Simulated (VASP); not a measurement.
KCdCO3F:

```
K Cd C O F
1.0
     5.13240    0.00000    0.00000
    -2.56620    4.44479    0.00000
     0.00000    0.00000    4.43240
K Cd C O F
1 1 1 3 1
Direct
  0.00000 0.00000 0.00000
  0.66667 0.33333 0.50000
  0.33333 0.66667 0.50000
  0.19250 0.38500 0.50000
  0.19250 0.80750 0.50000
  0.61500 0.80750 0.50000
  0.66667 0.33333 0.00000
```

| Quantity | Value |
| --- | --- |
| Program | VASP 6.6.1 |
| Task | relaxation of the atoms |
| Functional | PBE |
| Potentials or basis | VASP PAW PBE potentials, release 64 (K_sv, Cd_sv_GW, C, O, F) |
| Cutoff | 520 eV |
| k mesh | 5 × 5 × 5 |
| Occupations | fermi-dirac, width 0.02 eV |
| Spin | no spin polarisation |

At the start: pressure 6.1 GPa; volume 14.44 Å³/atom.

Question: How do energy, volume and symmetry change on relaxing?

Answer: Over 4 steps the energy falls by 31.5 meV/atom at a fixed cell; space group P-6m2 (No. 187, to 0.1 Å) before and after.

The path:
```
step  energy change (eV)  largest force (eV/Å)  pressure (GPa)
   1              0.0000                3.4527            6.08
   2              0.9457                5.6332           -9.43
   3             -0.2202                0.0725            0.05
   4             -0.2204                0.0096            0.15
```

Final structure:
```cif
data_structure
_symmetry_space_group_name_H-M 'P 1'
_symmetry_Int_Tables_number 1
_cell_length_a 5.1324
_cell_length_b 5.1324
_cell_length_c 4.4324
_cell_angle_alpha 90.000
_cell_angle_beta 90.000
_cell_angle_gamma 120.000
_cell_volume 101.11
loop_
_atom_site_label
_atom_site_type_symbol
_atom_site_fract_x
_atom_site_fract_y
_atom_site_fract_z
_atom_site_occupancy
K1 K 0.00000 0.00000 0.00000 1
Cd1 Cd 0.66667 0.33333 0.50000 1
C1 C 0.33333 0.66667 0.50000 1
O1 O 0.18746 0.37492 0.50000 1
O2 O 0.18746 0.81254 0.50000 1
O3 O 0.62508 0.81254 0.50000 1
F1 F 0.66667 0.33333 0.00000 1
```
